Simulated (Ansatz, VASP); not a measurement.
## Ti2Co in VASP and in Ansatz

```xyz
6
Lattice="0.0000 3.3650 3.3650 3.3650 0.0000 3.3650 3.3650 3.3650 0.0000" Properties=species:S:1:pos:R:3 pbc="T T T"
Ti    0.8413    0.8413    0.8413
Ti    0.8413    2.5238    2.5238
Ti    2.5238    2.5238    0.8413
Ti    2.5238    0.8413    2.5238
Co    3.3650    3.3650    3.3650
Co    5.0475    5.0475    5.0475
```

Alike in both runs: task single point; functional PBEsol; k mesh 5 × 5 × 5; occupations gaussian, width 0.05 eV; collinear spin.

```csv
,VASP,Ansatz
version,VASP 6.6.1,Ansatz 0.2.0
potentials or method,"VASP PAW PBE potentials, release 64 (Ti_sv, Co), cutoff 520 eV","scalar-relativistic, plane waves, PAW"
valence electrons in the cell,66,82
```

Ansatz gave:

| Quantity | Value |
| --- | --- |
| gap on the k mesh at the Fermi level (eV) | none |
| pressure (GPa) | 16.0 |
| net moment per atom (μB) | 0.23 |
| size of the moment on the site where the two differ most (μB) | 0.59 |

Question: What did VASP give for the same quantities?

Answer: gap on the k mesh at the Fermi level (eV): none; pressure (GPa): 16.0; net moment per atom (μB): 0.22; size of the moment on the site where the two differ most (μB): 0.57.

VASP's potentials were made for PBE, not for PBEsol. Site moments also hang on the region over which each program counts them. A gap of «none» marks a metal or a gap that the smearing closes. With one functional, cell and mesh, what is left measures potentials, basis and numerics. VASP's potentials hold 66 valence electrons a cell and Ansatz's 82, so a difference there can come from the potentials and not from the codes.
